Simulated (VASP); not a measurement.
Runs of VASP 6.6.1 on HfO2. The structure is that of space group Fm-3m (No. 225), or close to it. The cells are those of the table. 

```tsv
cell	gap on the mesh (eV)	pressure (GPa)
a = 3.509 Å, angles 60.0°, 3 atoms	(c)	14.7
a = 3.589 Å, angles 60.0°, 3 atoms	3.79	(a)
a = 3.649 Å, angles 60.0°, 3 atoms	(b)	-15.2
a = 3.567 Å, angles 60.0°, 3 atoms	3.84	0.3
a = 3.546 Å, angles 60.0°, 3 atoms	3.89	5.1
```

Alike in all rows: task single point; level PBE+D3(BJ); potentials or basis VASP PAW PBE potentials, release 64 (Hf_pv, O); no spin polarisation; k mesh 6 × 6 × 6; cutoff (eV) 600; smearing gaussian 0.02 eV.

Q: Estimate the missing entries.

A: (a) -4.5; (b) 3.66; (c) 3.98.

Caveats: three body term missing; spin-orbit coupling is left out, which moves the levels of the heavy elements; the cell stands under pressure (at least some runs); the cell stands under tension (at least some runs).

A k mesh can miss the band edges, and the runs leave out spin-orbit coupling on Hf.
